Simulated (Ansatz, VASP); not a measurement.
# Mg: VASP beside Ansatz

Contents of INCAR:

```
PREC = Accurate ; ENCUT = 520
EDIFF = 1E-6 ; ISMEAR = 0
SIGMA = 0.15 ; LREAL = F
LASPH = T ; NELM = 100
ALGO = Normal ; ISIF = 2
LWAVE = F ; LCHARG = F
GGA = RP ; IVDW = 12
NBANDS = 7
```

File KPOINTS:

```
Automatic mesh
0
Gamma
  10 10 10
```

POSCAR

```
Mg
1.0
    0.0000000000      2.2591190557      2.2591190557
    2.2591190557      0.0000000000      2.2591190557
    2.2591190557      2.2591190557      0.0000000000
Mg
1
Direct
    0.0000000000      0.0000000000      0.0000000000
```

input.yaml

```yaml
crystal:
  lattice:
    - [0.0, 2.2591190557, 2.2591190557]
    - [2.2591190557, 0.0, 2.2591190557]
    - [2.2591190557, 2.2591190557, 0.0]
  atoms:
    - { symbol: Mg, position: [0.0, 0.0, 0.0] }
kpoints:
  mp_grid: { grid: [10, 10, 10] }
scf:
  occupations: { method: gaussian, width: 0.15 }
hamiltonian:
  xc: rpbe
  dispersion: d3bj
  pseudopotentials: { kind: all_electron, lapw: { basis_error: 0.002 } }
output:
  forces: true
  stress: true
  eigenvalues: true
```

Change from the starting cell: volume scaled by 1.02.

Alike in both runs: task single point; functional RPBE; dispersion D3(BJ); k mesh 10 × 10 × 10; occupations gaussian, width 0.15 eV; no spin polarisation.

```csv
,VASP,Ansatz
version,VASP 6.6.1,Ansatz 0.2.0
potentials or method,"VASP PAW PBE potentials, release 64 (Mg), cutoff 520 eV","all-electron LAPW, scalar-relativistic"
```

```tsv
	VASP	Ansatz	Ansatz less VASP
gap on the k mesh at the Fermi level (eV)	none	none	-
pressure (GPa)	-12.8	-12.7	+0.14
```

VASP's potentials were made for PBE, not for RPBE. A gap of «none» marks a metal or a gap that the smearing closes. Ansatz ran all-electron here, and VASP with PAW potentials.
